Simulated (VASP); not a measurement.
Here is a VASP 6.6.1 calculation.

INCAR

```
SYSTEM = YSeF
ALGO = Normal
EDIFF = 1E-6
ENCUT = 520
GGA = PE
GGA_COMPAT = .False.
ISIF = 2
ISMEAR = -1
LASPH = .True.
LCHARG = .True.
LELF = .True.
LREAL = .False.
LVHAR = .True.
LWAVE = .False.
NBANDS = 60
NELM = 120
PREC = Accurate
SIGMA = 0.1
```

Contents of KPOINTS:

```
k-points
0
Gamma
  3 3 2
  0 0 0
```

Contents of POSCAR:

```
YSeF
1.0
    6.0676410000     -1.7852070000     -1.0653300000
   -0.5758530000      6.4502760000      0.8900620000
   -0.1408480000     -0.5890030000      6.8036910000
Se Y F
4 4 4
Direct
    0.6325680677      0.3936983824      0.9568580892
    0.6878091893      0.1346775665      0.3144223304
    0.8398104469      0.3138647768      0.6558369792
    0.3327572590      0.0040320597      0.0225471009
    0.8797259240      0.6553186411      0.3205148791
    0.3121566657      0.4684864244      0.5913628201
    0.8646495320      0.8552161108      0.7793450237
    0.0997381645      0.3178947932      0.0904713314
    0.1710031204      0.6451616582      0.8559103990
    0.0728867018      0.0847473830      0.4284853567
    0.3488862735      0.8860194704      0.4553184076
    0.4893413141      0.0967225194      0.7580545535
```

Potentials or basis: VASP PAW PBE potentials, release 64 (Se, Y_sv, F).

The run is started by

```console
$ cat potpaw_PBE.64/Se/POTCAR potpaw_PBE.64/Y_sv/POTCAR potpaw_PBE.64/F/POTCAR > POTCAR
$ mpirun -np 1 vasp_std > vasp.out
```

(1) Estimate the band gap on the k mesh.

(2) What does it give for the pressure?

(3) What does it give for the largest force?

Results:

(1) zero (bands 48 and 49 overlap by 0.15 eV).

(2) -0.2 GPa.

(3) 4.933 eV/Å.

Caveat: the k points lie up to 0.47 Å⁻¹ apart.
